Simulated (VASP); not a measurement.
# TiClF (P6_3mc) in VASP: single point with PBE+U

Aim: the single point of TiClF with PBE+U.

Everything below comes from runs of VASP 6.6.1. Logs are shortened: lines on timing, memory, paths and dates and some standing lists are left out, and cuts for length are marked.

### 1 The cell of the first run

Symmetry: P6_3mc, No. 186, hexagonal system. The conventional cell has a = 3.088 Å, b = 3.088 Å, c = 13.280 Å, α = 90.00°, β = 90.00°, γ = 120.00°. Within 2.9 Å of Ti (site symmetry 3m) lie 3 F at 2.17 Å and 3 Cl at 2.41 Å. Within 3.2 Å of Cl (site symmetry 3m) lie 3 Ti at 2.41 Å and 1 F at 2.86 Å and 6 Cl at 3.09 Å. Within 2.9 Å of F (site symmetry 3m) lie 3 Ti at 2.17 Å and 1 Cl at 2.86 Å.

### 2 Single point, PBE+U

POSCAR

```
TiClF
1.0
    3.0884536859      0.0000000000      0.0000000000
   -1.5442268430      2.6746793504      0.0000000000
    0.0000000000      0.0000000000     13.2802151511
Ti Cl F
2 2 2
Direct
    0.3333333333      0.6666666667      0.4771809369
    0.6666666667      0.3333333333      0.9771809369
    0.0000000000      0.0000000000      0.0997873639
    0.0000000000      0.0000000000      0.5997873639
    0.0000000000      0.0000000000      0.3845448692
    0.0000000000      0.0000000000      0.8845448692
```

INCAR.step1

```
SYSTEM = TiClF
PREC = Accurate
ENCUT = 520
EDIFF = 1E-7
ISMEAR = 0
SIGMA = 0.02
LREAL = .FALSE.
LASPH = .TRUE.
NELM = 150
ALGO = Normal
ISIF = 2
LWAVE = .FALSE.
LCHARG = .TRUE.
LMAXMIX = 4
LDAU = .TRUE.
LDAUTYPE = 2
LDAUL = 2 -1 -1
LDAUU = 4 0 0
LDAUJ = 0 0 0
LDAUPRINT = 1
GGA = PE
NBANDS = 35
```

KPOINTS.step1

```
regular mesh
0
G
  12 12 2
  0 0 0
```

INCAR.step2

```
SYSTEM = TiClF
PREC = Accurate
ENCUT = 520
EDIFF = 1E-7
ISMEAR = -5
SIGMA = 0.02
LREAL = .FALSE.
LASPH = .TRUE.
NELM = 150
ALGO = Normal
ISIF = 2
LWAVE = .FALSE.
LCHARG = .FALSE.
LMAXMIX = 4
LDAU = .TRUE.
LDAUTYPE = 2
LDAUL = 2 -1 -1
LDAUU = 4 0 0
LDAUJ = 0 0 0
LDAUPRINT = 1
GGA = PE
LORBIT = 11
NEDOS = 1001
ICHARG = 11
```

KPOINTS.step2

```
regular mesh
0
G
  18 18 3
  0 0 0
```

Potentials or basis: VASP PAW PBE potentials, release 64 (Ti_sv, Cl, F).

Started as:

```sh
cat potpaw_PBE.64/Ti_sv/POTCAR potpaw_PBE.64/Cl/POTCAR potpaw_PBE.64/F/POTCAR > POTCAR
cp INCAR.step1 INCAR
cp KPOINTS.step1 KPOINTS
mpirun -np 1 vasp_std > vasp.out
cp INCAR.step2 INCAR
cp KPOINTS.step2 KPOINTS
mpirun -np 1 vasp_std > vasp.out
```

OUTCAR:

```text
SYSTEM = TiClF
   PREC = Accurate
   ENCUT = 520
   EDIFF = 1E-7
   ISMEAR = -5
   LREAL = .FALSE.
   LASPH = .TRUE.
   NELM = 150
   ISIF = 2
   GGA = PE
   LORBIT = 11
   ICHARG = 11

 ion  position               nearest neighbor table
   1  0.333  0.667  0.477-   5 2.17   5 2.17   5 2.17   4 2.41   4 2.41   4 2.41
   2  0.667  0.333  0.977-   6 2.17   6 2.17   6 2.17   3 2.41   3 2.41   3 2.41
   3  0.000  0.000  0.100-   2 2.41   2 2.41   2 2.41
   4  0.000  0.000  0.600-   1 2.41   1 2.41   1 2.41
   5  0.000  0.000  0.385-   1 2.17   1 2.17   1 2.17
   6  0.000  0.000  0.885-   2 2.17   2 2.17   2 2.17

  LATTYP: Found a hexagonal cell.
 ALAT       =     3.0884536859
 C/A-ratio  =     4.2999560627

  Lattice vectors:

 A1 = (   3.0884536859,   0.0000000000,   0.0000000000)
 A2 = (  -1.5442268430,   2.6746793504,   0.0000000000)
 A3 = (   0.0000000000,   0.0000000000,  13.2802151511)

Analysis of symmetry for initial positions (statically):
=====================================================================
 Subroutine PRICEL returns:
 Original cell was already a primitive cell.

 Routine SETGRP: Setting up the symmetry group for a
 hexagonal supercell.

 Subroutine GETGRP returns: Found 12 space group operations
 (whereof  6 operations were pure point group operations)
 out of a pool of 24 trial point group operations.

The static configuration has the point symmetry C_3v.
 The point group associated with its full space group is C_6v.

Analysis of symmetry for dynamics (positions and initial velocities):
=====================================================================
 Subroutine PRICEL returns:
 Original cell was already a primitive cell.

 Routine SETGRP: Setting up the symmetry group for a
 hexagonal supercell.

 Subroutine GETGRP returns: Found 12 space group operations
 (whereof  6 operations were pure point group operations)
 out of a pool of 24 trial point group operations.

The dynamic configuration has the point symmetry C_3v.
 The point group associated with its full space group is C_6v.

 Subroutine INISYM returns: Found 12 space group operations
 (whereof  6 operations are pure point group operations),
 and found     1 'primitive' translations

----------------------------------------------------------------------------------------

                                     Primitive cell

  volume of cell :     109.7029

  direct lattice vectors                    reciprocal lattice vectors
     3.088453686  0.000000000  0.000000000     0.323786626  0.186938296  0.000000000
    -1.544226843  2.674679350  0.000000000     0.000000000  0.373876592  0.000000000
     0.000000000  0.000000000 13.280215151     0.000000000  0.000000000  0.075299985

  length of vectors
     3.088453686  3.088453686 13.280215151     0.373876592  0.373876592  0.075299985

  position of ions in fractional coordinates (direct lattice)
     0.333333333  0.666666667  0.477180937
     0.666666667  0.333333333  0.977180937
     0.000000000  0.000000000  0.099787364
     0.000000000  0.000000000  0.599787364
     0.000000000  0.000000000  0.384544869
     0.000000000  0.000000000  0.884544869

  ion indices of the primitive-cell ions
   primitive index   ion index
[... 130 lines left out ...]
  0.0000 -0.0000  0.3227  0.0000 -0.0000
  0.0109 -0.0000  0.0000  0.0845 -0.0000
  0.0000  0.0109 -0.0000 -0.0000  0.2173

spin component  2

  0.2173  0.0000  0.0000  0.0109  0.0000
  0.0000  0.0845 -0.0000 -0.0000  0.0109
  0.0000 -0.0000  0.3227  0.0000 -0.0000
  0.0109 -0.0000  0.0000  0.0845 -0.0000
  0.0000  0.0109 -0.0000 -0.0000  0.2173

 occupancies and eigenvectors

  o =  0.0836  v =  0.0570 -0.7124 -0.0000 -0.6971  0.0582  0.0000  0.0000  0.0000  0.0000  0.0000      0.0000  0.0000  0.0000  0.0000  0.0000  0.0000  0.0000  0.0000  0.0000  0.0000
  o =  0.0836  v =  0.0000  0.0000  0.0000  0.0000  0.0000  0.0570 -0.7124 -0.0000 -0.6971  0.0582      0.0000  0.0000  0.0000  0.0000  0.0000  0.0000  0.0000  0.0000  0.0000  0.0000
  o =  0.0836  v =  0.0000  0.0000  0.0000  0.0000  0.0000  0.0582  0.6971 -0.0000 -0.7124 -0.0570      0.0000  0.0000  0.0000  0.0000  0.0000  0.0000  0.0000  0.0000  0.0000  0.0000
  o =  0.0836  v =  0.0582  0.6971 -0.0000 -0.7124 -0.0570  0.0000  0.0000  0.0000  0.0000  0.0000      0.0000  0.0000  0.0000  0.0000  0.0000  0.0000  0.0000  0.0000  0.0000  0.0000
  o =  0.2182  v = -0.6963 -0.0583  0.0000 -0.0569 -0.7131  0.0000  0.0000  0.0000  0.0000  0.0000      0.0000  0.0000  0.0000  0.0000  0.0000  0.0000  0.0000  0.0000  0.0000  0.0000
  o =  0.2182  v =  0.0000  0.0000  0.0000  0.0000  0.0000 -0.6963 -0.0583  0.0000 -0.0569 -0.7131      0.0000  0.0000  0.0000  0.0000  0.0000  0.0000  0.0000  0.0000  0.0000  0.0000
  o =  0.2182  v = -0.7131  0.0569  0.0000 -0.0583  0.6963  0.0000  0.0000  0.0000  0.0000  0.0000      0.0000  0.0000  0.0000  0.0000  0.0000  0.0000  0.0000  0.0000  0.0000  0.0000
  o =  0.2182  v =  0.0000  0.0000  0.0000  0.0000  0.0000 -0.7131  0.0569  0.0000 -0.0583  0.6963      0.0000  0.0000  0.0000  0.0000  0.0000  0.0000  0.0000  0.0000  0.0000  0.0000
  o =  0.3227  v =  0.0000 -0.0000  1.0000  0.0000 -0.0000  0.0000  0.0000  0.0000  0.0000  0.0000      0.0000  0.0000  0.0000  0.0000  0.0000  0.0000  0.0000  0.0000  0.0000  0.0000
  o =  0.3227  v =  0.0000  0.0000  0.0000  0.0000  0.0000  0.0000 -0.0000  1.0000  0.0000 -0.0000      0.0000  0.0000  0.0000  0.0000  0.0000  0.0000  0.0000  0.0000  0.0000  0.0000

atom =   2  type =  1  l = 2

 onsite density matrix

spin component  1

  0.2173 -0.0000  0.0000 -0.0109 -0.0000
 -0.0000  0.0845  0.0000 -0.0000 -0.0109
  0.0000  0.0000  0.3227 -0.0000 -0.0000
 -0.0109 -0.0000 -0.0000  0.0845  0.0000
 -0.0000 -0.0109 -0.0000  0.0000  0.2173

spin component  2

  0.2173 -0.0000  0.0000 -0.0109 -0.0000
 -0.0000  0.0845  0.0000 -0.0000 -0.0109
  0.0000  0.0000  0.3227 -0.0000 -0.0000
 -0.0109 -0.0000 -0.0000  0.0845  0.0000
 -0.0000 -0.0109 -0.0000  0.0000  0.2173

 occupancies and eigenvectors

  o =  0.0836  v =  0.0570  0.7124 -0.0000  0.6970  0.0582  0.0000  0.0000  0.0000  0.0000  0.0000      0.0000  0.0000  0.0000  0.0000  0.0000  0.0000  0.0000  0.0000  0.0000  0.0000
  o =  0.0836  v =  0.0000  0.0000  0.0000  0.0000  0.0000  0.0570  0.7124 -0.0000  0.6970  0.0582      0.0000  0.0000  0.0000  0.0000  0.0000  0.0000  0.0000  0.0000  0.0000  0.0000
  o =  0.0836  v =  0.0000  0.0000  0.0000  0.0000  0.0000  0.0582 -0.6970 -0.0000  0.7124 -0.0570      0.0000  0.0000  0.0000  0.0000  0.0000  0.0000  0.0000  0.0000  0.0000  0.0000
  o =  0.0836  v =  0.0582 -0.6970 -0.0000  0.7124 -0.0570  0.0000  0.0000  0.0000  0.0000  0.0000      0.0000  0.0000  0.0000  0.0000  0.0000  0.0000  0.0000  0.0000  0.0000  0.0000
  o =  0.2182  v = -0.6962  0.0583  0.0000  0.0569 -0.7132  0.0000  0.0000  0.0000  0.0000  0.0000      0.0000  0.0000  0.0000  0.0000  0.0000  0.0000  0.0000  0.0000  0.0000  0.0000
  o =  0.2182  v =  0.0000  0.0000  0.0000  0.0000  0.0000 -0.6962  0.0583  0.0000  0.0569 -0.7132      0.0000  0.0000  0.0000  0.0000  0.0000  0.0000  0.0000  0.0000  0.0000  0.0000
  o =  0.2182  v = -0.7132 -0.0569  0.0000  0.0583  0.6962  0.0000  0.0000  0.0000  0.0000  0.0000      0.0000  0.0000  0.0000  0.0000  0.0000  0.0000  0.0000  0.0000  0.0000  0.0000
  o =  0.2182  v =  0.0000  0.0000  0.0000  0.0000  0.0000 -0.7132 -0.0569  0.0000  0.0583  0.6962      0.0000  0.0000  0.0000  0.0000  0.0000  0.0000  0.0000  0.0000  0.0000  0.0000
  o =  0.3227  v =  0.0000  0.0000  1.0000 -0.0000 -0.0000  0.0000  0.0000  0.0000  0.0000  0.0000      0.0000  0.0000  0.0000  0.0000  0.0000  0.0000  0.0000  0.0000  0.0000  0.0000
  o =  0.3227  v =  0.0000  0.0000  0.0000  0.0000  0.0000  0.0000  0.0000  1.0000 -0.0000 -0.0000      0.0000  0.0000  0.0000  0.0000  0.0000  0.0000  0.0000  0.0000  0.0000  0.0000

 number of electron      51.9999965 magnetization

 Free energy of the ion-electron system (eV)
  ---------------------------------------------------
  ext. energy  EPLUGINS =         0.00000000
  ---------------------------------------------------
  free energy    TOTEN  =       -29.72865011 eV

  energy without entropy =      -29.72865011  energy(sigma->0) =      -29.72865011

 E-fermi :   4.7468     XC(G=0):  -9.0322

 val. band max:        4.6983319290   @ k =   0.3333   0.3333   0.0000
 cond. band min:       5.8408478466   @ k =   0.1111   0.1111   0.0000
 fundamental gap:      1.1425159175
 Fermi energy:         4.7468489375

 k-point     1 :       0.0000    0.0000    0.0000
  band No.  band energies     occupation
      1     -53.8094      2.00000
      2     -53.8094      2.00000
      3     -30.1524      2.00000
      4     -30.1524      2.00000
      5     -29.8823      2.00000
      6     -29.8823      2.00000
[... 805 lines left out ...]
     30       7.0057      0.00000
     31       7.3390      0.00000

 [... further k-points ...]

------------------------ aborting loop because EDIFF is reached ----------------------------------------

  FORCE on cell =-STRESS in cart. coord.  units (eV):
  Direction    XX          YY          ZZ          XY          YZ          ZX
  --------------------------------------------------------------------------------------
  -------------------------------------------------------------------------------------
  Total        2.5762466      2.5762466      2.4520091     -0.0000000     -0.0000000      0.0000000
  in kB       37.6253096     37.6253096     35.8108589     -0.0000000     -0.0000000      0.0000000
  external PRESSURE =      37.0204927 kB  Pullay stress =       0.0000000 kB

 VOLUME and BASIS-vectors are now :
 -----------------------------------------------------------------------------
  energy-cutoff  :      520.00
  volume of cell :      109.70
      direct lattice vectors                 reciprocal lattice vectors
     3.088453686  0.000000000  0.000000000     0.323786626  0.186938296  0.000000000
    -1.544226843  2.674679350  0.000000000     0.000000000  0.373876592  0.000000000
     0.000000000  0.000000000 13.280215151     0.000000000  0.000000000  0.075299985

 POSITION                                       TOTAL-FORCE (eV/Angst)
 -----------------------------------------------------------------------------------
     -0.00000      1.78312      6.33707        -0.000000      0.000000     -0.189983
      1.54423      0.89156     12.97717         0.000000     -0.000000     -0.189983
      0.00000      0.00000      1.32520         0.000000     -0.000000      0.525327
      0.00000      0.00000      7.96531         0.000000      0.000000      0.525327
      0.00000      0.00000      5.10684         0.000000      0.000000     -0.335345
      0.00000      0.00000     11.74695         0.000000      0.000000     -0.335345
 -----------------------------------------------------------------------------------
    total drift:                                0.000000      0.000000     -0.001280

  FREE ENERGIE OF THE ION-ELECTRON SYSTEM (eV)
  ---------------------------------------------------
  free  energy   TOTEN  =       -29.7286501084 eV

  energy  without entropy=      -29.7286501084  energy(sigma->0) =      -29.72865011

 total charge

# of ion       s       p       d       tot
------------------------------------------
    1        2.139   6.130   1.831  10.100
    2        2.139   6.130   1.831  10.100
    3        1.607   3.570   0.000   5.177
    4        1.607   3.570   0.000   5.177
    5        1.736   4.353   0.000   6.089
    6        1.736   4.353   0.000   6.089
--------------------------------------------------
tot         10.965  28.106   3.663  42.734
```

Run time: 2 min. Hardware: 1 thread of Intel Xeon 6975P-C (Granite Rapids), shared host; peak memory 0.36 GiB.

Results:

| Item | Value |
| --- | --- |
| Valence electrons inside the program's atomic spheres | Ti 10.10; Cl 5.18; F 6.09 |

Eigenvalues of the final occupation matrices:
| site | spin | trace | eigenvalues |
| --- | --- | --- | --- |
| site 1 d | 1 | 0.93 | 0.08 0.08 0.22 0.22 0.32 |
| site 1 d | 2 | 0.93 | 0.08 0.08 0.22 0.22 0.32 |
| site 2 d | 1 | 0.93 | 0.08 0.08 0.22 0.22 0.32 |
| site 2 d | 2 | 0.93 | 0.08 0.08 0.22 0.22 0.32 |

Caveat: this functional lacks dispersion, which binds the layers, so the pressure and a relaxed spacing across them are unreliable.
